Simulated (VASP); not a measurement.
TiRh, 2 atoms in the cell. Symmetry: P4/mmm, No. 123, tetragonal system. The conventional cell has a = 3.115 Å, b = 3.115 Å, c = 2.959 Å, α = 90.00°, β = 90.00°, γ = 90.00°. Within 3.5 Å of Ti (site symmetry 4/mmm) lie 8 Rh at 2.65 Å and 6 Ti at 2.96 to 3.12 Å. Rh (site symmetry 4/mmm) has 8 Ti at 2.65 Å and 6 Rh at 2.96 to 3.12 Å within 3.5 Å.  This cell differs from its parent crystal: strain +0.000 along x and y, -0.050 along z.

* Program: VASP 6.6.1
* Task: single point
* Functional: LDA
* Potentials or basis: VASP PAW LDA potentials, release 64 (Ti_sv, Rh_pv)
* Cutoff: 520 eV
* k mesh: 16 × 16 × 16
* Occupations: gaussian, width 0.15 eV
* Spin: no spin polarisation
* Dipole correction: no
* Further INCAR settings: ALGO = Fast; EDIFF = 1e-07; NBANDS = 20

Potentials or basis: VASP PAW LDA potentials, release 64 (Ti_sv, Rh_pv).

The run is started by

```console
$ cat potpaw_LDA.64/Ti_sv/POTCAR potpaw_LDA.64/Rh_pv/POTCAR > POTCAR
$ mpirun -np 1 vasp_std > vasp.out
```

Hardware: 1 thread of Intel(R) Xeon(R) 6975P-C (Granite Rapids), on a shared host.

**Question.** How long does it take, and how much memory?

**Answer.** Run time: 2.6 min on 1 thread of Intel(R) Xeon(R) 6975P-C (Granite Rapids), with other jobs on the host, peak memory 0.33 GiB. Counts: scf iterations 39, k points 405.
